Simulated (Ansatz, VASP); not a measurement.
Given: the input of a run of VASP 6.6.1 on HgTe.

Contents of INCAR:

```
SYSTEM = HgTe
PREC = Accurate ; ENCUT = 600
EDIFF = 1E-6 ; ISMEAR = -1
SIGMA = 0.05 ; LREAL = .False.
LASPH = .True. ; NELM = 80
ALGO = Normal ; ISIF = 3
LWAVE = .False. ; LCHARG = .False.
GGA = PS ; IBRION = 2
NSW = 80 ; EDIFFG = -0.02
```

File KPOINTS:

```
regular mesh
0
Gamma
  7 7 7
  0 0 0
```

The input POSCAR:

```
HgTe
1.0
    0.0000000000      3.2145000000      3.2145000000
    3.2145000000      0.0000000000      3.2145000000
    3.2145000000      3.2145000000      0.0000000000
Hg Te
1 1
Direct
    0.0000000000      0.0000000000      0.0000000000
    0.7500000000      0.7500000000      0.7500000000
```

Potentials or basis: VASP PAW PBE potentials, release 64 (Hg, Te).

Command:

```sh
$ cat potpaw_PBE.64/Hg/POTCAR potpaw_PBE.64/Te/POTCAR > POTCAR
$ mpirun -np 1 vasp_std > vasp.out
```

Problem. Translate it to Ansatz 0.2.0. Potentials there: all-electron LAPW, scalar-relativistic.

Solution. As run (the cutoff follows the program's own potentials):

File input.yaml:

```yaml
crystal:
  lattice:
    - [0.0, 3.2145, 3.2145]
    - [3.2145, 0.0, 3.2145]
    - [3.2145, 3.2145, 0.0]
  atoms:
    - { symbol: Hg, position: [0.0, 0.0, 0.0] }
    - { symbol: Te, position: [0.75, 0.75, 0.75] }
kpoints:
  mp_grid: { grid: [7, 7, 7] }
scf:
  occupations: { method: fermi_dirac, width: 0.05 }
hamiltonian:
  xc: pbesol
  pseudopotentials: { kind: all_electron, lapw: { basis_error: 0.001 } }
output:
  forces: true
  stress: true
relax:
  f_tol: 0.02
  max_steps: 60
  cell: {}
```

Potentials or basis: all-electron LAPW, scalar-relativistic.

Command:

```bash
$ ansatz run input.yaml --threads 1 --pin off --max-ram 3072MiB --backend cpu --events-out ev --progress --plain --runs-dir out
```

Both were run:

|  | VASP | Ansatz | Ansatz less VASP |
| --- | --- | --- | --- |
| relaxed volume (Å³/atom) | 34.61 | 34.51 | -0.101 |
| relaxed cell length with the largest relative difference (Å) | 4.609 | 4.604 | -0.0045 |

VASP's potentials were made for PBE, not for PBEsol. Ansatz ran all-electron here, and VASP with PAW potentials.

Spin-orbit coupling is off throughout.
